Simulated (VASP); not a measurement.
ZnS: single point with PBE

ZnS:

```
Zn S
1.0
    -3.81100    0.00000    0.00000
    -1.90550   -3.30042    0.00000
    -1.90531   -1.10003   12.46800
Zn S
4 4
Direct
  0.11544 0.11544 0.65375
  0.28209 0.28209 0.15375
  0.36545 0.36545 0.90375
  0.53210 0.53210 0.40375
  0.05128 0.05128 0.84625
  0.21793 0.21793 0.34625
  0.63459 0.63459 0.09625
  0.46794 0.46794 0.59625
```

| Property | Result |
| --- | --- |
| Program | VASP 6.6.1 |
| Task | single point |
| Functional | PBE |
| Potentials or basis | VASP PAW PBE potentials, release 64 (Zn, S) |
| Cutoff | 520 eV |
| k mesh | 8 × 8 × 3 |
| Occupations | gaussian, width 0.05 eV |
| Spin | no spin polarisation |
| Dipole correction | no |
| Further INCAR settings | ALGO = Normal; EDIFF = 1e-06; NBANDS = 46 |

```json
{
  "Pressure": "1.9 GPa",
  "Largest force": "0.608 eV/Å",
  "Band gap on the k mesh": "1.68 eV"
}
```

Forces in eV/Å, atoms in the order of the input:
```
Zn   0.001  0.000  0.129
Zn  -0.001 -0.001  0.364
Zn   0.000  0.000  0.135
Zn  -0.001 -0.001  0.106
S    0.000  0.000  0.102
S    0.000  0.000 -0.093
S    0.000  0.000 -0.608
S    0.000  0.000 -0.135
```

Stress tensor (GPa, compression positive):
```
2.13 0.00 0.00
0.00 2.13 0.00
0.00 0.00 1.35
```

Levels at points of the mesh, in eV from the valence-band top:
```csv
k point,band 33,band 34,band 35,band 36,band 37,band 38,band 39,band 40
"(0.00, 0.00, 0.00)",-0.38,-0.01,0.00,0.00,1.68,2.84,3.30,3.47
"(0.50, 0.00, 0.00)",-1.55,-1.44,-1.09,-0.77,2.09,3.42,3.67,4.11
"(0.50, 0.50, 0.00)",-1.64,-1.64,-1.00,-0.88,2.27,3.51,3.81,4.01
```

Wall time 3.5 min on 1 thread of Intel(R) Xeon(R) 6975P-C (Granite Rapids), with other jobs on the host, peak memory 0.45 GiB.

Caveat: an odd mesh through Γ misses points on the zone boundary, where band edges can lie.
